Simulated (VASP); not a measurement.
Input of a VASP 6.6.1 run:

Contents of INCAR:

```
SYSTEM = Si
PREC = Accurate
ENCUT = 520
EDIFF = 1E-6
ISMEAR = 0
SIGMA = 0.02
LREAL = Auto
LASPH = .TRUE.
NELM = 100
ALGO = Normal
ISIF = 2
LWAVE = .FALSE.
LCHARG = .FALSE.
GGA = CA
NBANDS = 48
```

File KPOINTS:

```
regular mesh
0
G
  2 2 2
  0 0 0
```

File POSCAR:

```
Si
1.0
    0.0000000000      5.4300000000      5.4300000000
    5.4300000000      0.0000000000      5.4300000000
    5.4300000000      5.4300000000      0.0000000000
Si
17
Direct
    0.0126272560     -0.0401018416      0.0136106814
    0.1174048803      0.1205741252      0.1178177716
   -0.0168827808      0.0035529466      0.5065459484
    0.1174097606      0.1205640884      0.6439556169
   -0.0029449355      0.4958152855     -0.0022488029
    0.1378185083      0.5849527624      0.1384833333
   -0.0029283610      0.4958001842      0.5091184162
    0.1165112339      0.6325930018      0.6253182320
    0.5058896869      0.0034373849     -0.0163882136
    0.6428560773      0.1206927256      0.1181017495
    0.5058755985      0.0034343462      0.5068089319
    0.6155286372      0.1522746777      0.6159638122
    0.5084563536      0.4959403315     -0.0023189687
    0.6246390424      0.6324780847      0.1173440147
    0.4905118785      0.5266728361      0.4912824125
    0.6246499079      0.6324686924      0.6252911602
    0.2750463168      1.1721503683      0.2762619705
```

Potentials or basis: VASP PAW LDA potentials, release 64 (Si).

Command:

```sh
$ cat potpaw_LDA.64/Si/POTCAR > POTCAR
$ mpirun -np 1 vasp_std > vasp.out
```

Question: What does it give for the largest force?

Answer: 0.742 eV/Å.

Question: What does it give for the pressure?

Answer: 1.5 GPa.

Forces on the atoms (eV/Å):
```
Si  -0.006  0.005 -0.014
Si  -0.163  0.007 -0.165
Si  -0.050  0.049  0.019
Si  -0.008  0.163 -0.164
Si   0.047 -0.129  0.052
Si   0.007 -0.007  0.008
Si   0.130 -0.047  0.051
Si  -0.066  0.065 -0.094
Si   0.030  0.054 -0.045
Si  -0.166  0.167 -0.009
Si  -0.055 -0.030 -0.045
Si   0.021 -0.021  0.017
Si   0.048 -0.048  0.121
Si  -0.094  0.060 -0.061
Si  -0.040  0.041 -0.042
Si  -0.061  0.094 -0.062
Si   0.425 -0.425  0.435
```

Caveat: the k points lie up to 0.50 Å⁻¹ apart.
